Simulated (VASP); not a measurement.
Write the native input for VASP 6.6.1 that does the following.

- Task: single point
- Functional: LDA
- Potentials or basis: VASP PAW LDA potentials, release 64 (Pd)
- Cutoff: 400 eV
- k mesh: 3 × 3 × 3
- Occupations: gaussian, width 0.1 eV
- Spin: no spin polarisation
- Dipole correction: no
- Further INCAR settings: ALGO = Normal; EDIFF = 1e-06; NBANDS = 44

The structure of Pd lies in POSCAR:

```
Pd
1.0
    0.0000000000      3.8930000000      3.8930000000
    3.8930000000      0.0000000000      3.8930000000
    3.8930000000      3.8930000000      0.0000000000
Pd
7
Direct
    0.0000000000      0.0000000000      0.1666665810
    0.0000000000      0.5000000000      0.0000000000
    0.0000000000      0.5000000000      0.5000000000
    0.5000000000      0.0000000000      0.0000000000
    0.5000000000      0.0000000000      0.5000000000
    0.5000000000      0.5000000000      0.0000000000
    0.5000000000      0.5000000000      0.5000000000
```

The input as run:

INCAR

```
SYSTEM = Pd
PREC = Accurate
ENCUT = 400
EDIFF = 1E-6
ISMEAR = 0
SIGMA = 0.1
LREAL = .FALSE.
LASPH = .TRUE.
NELM = 120
ALGO = Normal
ISIF = 2
LWAVE = .FALSE.
LCHARG = .FALSE.
NBANDS = 44
GGA_COMPAT = .FALSE.
```

KPOINTS

```
Automatic mesh
0
G
  3 3 3
  0 0 0
```

Potentials or basis: VASP PAW LDA potentials, release 64 (Pd).

The run is started by

```console
$ cat potpaw_LDA.64/Pd/POTCAR > POTCAR
$ mpirun -np 1 vasp_std > vasp.out
```

Results of the run:

The pressure is -9.4 GPa. The largest force is 1.405 eV/Å. The band gap on the k mesh is zero (bands 35 and 36 overlap by 0.58 eV).

Caveat: the k points lie up to 0.47 Å⁻¹ apart, too coarse for converged energies and pressures of a metal; forces of over 1 eV/Å act on the atoms, so gaps and moduli don't describe the material at rest.

It took 14 s on 1 thread of Intel(R) Xeon(R) 6975P-C (Granite Rapids), with other jobs on the host, peak memory 0.17 GiB.
